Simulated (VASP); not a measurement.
Input of a VASP 6.6.1 run:

Contents of POSCAR:

```
KIr
1.0
    3.6271980000      0.0000000000      0.0000000000
    0.0000000000      3.6271980000      0.0000000000
    0.0000000000      0.0000000000      3.6271980000
K Ir
1 1
Direct
    0.0000000000      0.0000000000      0.0000000000
    0.5000000000      0.5000000000      0.5000000000
```

File INCAR.step1:

```
SYSTEM = KIr
  PREC = Accurate
  ENCUT = 550
  ISMEAR = -1
  SIGMA = 0.1171
  LREAL = .FALSE.
  LASPH = .TRUE.
  NELM = 120
  NBANDS = 16
  ISYM = 0
  GGA = PE
  ALGO = Normal
  EDIFF = 1E-5
  LWAVE = .TRUE.
  LCHARG = .FALSE.
  GGA_COMPAT = .FALSE.
```

INCAR.step2

```
SYSTEM = KIr
  PREC = Accurate
  ENCUT = 550
  EDIFF = 1E-6
  ISMEAR = -1
  SIGMA = 0.1171
  LREAL = .FALSE.
  LASPH = .TRUE.
  NELM = 120
  ALGO = Normal
  ISIF = 2
  LWAVE = .FALSE.
  LCHARG = .FALSE.
  METAGGA = R2SCAN
  LMIXTAU = .TRUE.
  NBANDS = 16
  ISYM = 0
  ISTART = 1
  GGA_COMPAT = .FALSE.
```

KPOINTS

```
Automatic mesh
0
G
  5 5 5
  0 0 0
```

Potentials or basis: VASP PAW PBE potentials, release 64 (K_sv, Ir).

The run is started by

```sh
$ cat potpaw_PBE.64/K_sv/POTCAR potpaw_PBE.64/Ir/POTCAR > POTCAR
$ cp INCAR.step1 INCAR
$ mpirun -np 1 vasp_std > vasp.out
$ cp INCAR.step2 INCAR
$ mpirun -np 1 vasp_std > vasp.out
```

Question: Predict the band gap on the k mesh.

Answer: Zero (bands 9 and 10 overlap by 0.75 eV).

Question: Predict the pressure.

Answer: -0.5 GPa.

Caveat: the PAW data sets were made with another functional, which shifts forces and pressure a little; spin-orbit coupling is left out, which moves the levels of the heavy elements.
